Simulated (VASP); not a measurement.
A run of VASP 6.6.1:

The input INCAR:

```
PREC = Accurate ; ENCUT = 600
EDIFF = 1E-6 ; ISMEAR = 0
SIGMA = 0.01 ; LREAL = F
LASPH = T ; NELM = 60
ALGO = Normal ; ISIF = 3
LWAVE = F ; LCHARG = F
GGA = PE ; IVDW = 13
IBRION = 2 ; NSW = 80
EDIFFG = -0.01
```

The input KPOINTS:

```
regular mesh
0
Gamma
  8 8 8
```

Contents of POSCAR:

```
TiO2
1.0
   -1.8921000000      1.8921000000      4.7573000000
    1.8921000000     -1.8921000000      4.7573000000
    1.8921000000      1.8921000000     -4.7573000000
Ti O
2 4
Direct
    0.0000000000      0.0000000000      0.0000000000
    0.7500000000      0.2500000000      0.5000000000
    0.2081000000      0.2081000000      0.0000000000
    0.9581000000      0.4581000000      0.5000000000
    0.5419000000      0.0419000000      0.5000000000
    0.7919000000      0.7919000000      0.0000000000
```

Potentials or basis: VASP PAW PBE potentials, release 64 (Ti_sv, O).

Launch:

```bash
$ cat potpaw_PBE.64/Ti_sv/POTCAR potpaw_PBE.64/O/POTCAR > POTCAR
$ mpirun -np 1 vasp_std > vasp.out
```

Hardware: 1 thread of Intel(R) Xeon(R) Platinum 8559C (Emerald Rapids) (shared host).

Estimate the wall time of this run.

Run time: 15 min on 1 thread of Intel(R) Xeon(R) Platinum 8559C (Emerald Rapids), on a shared host, peak memory 0.42 GiB. Counts: scf iterations 70, k points 59, ion steps 9.
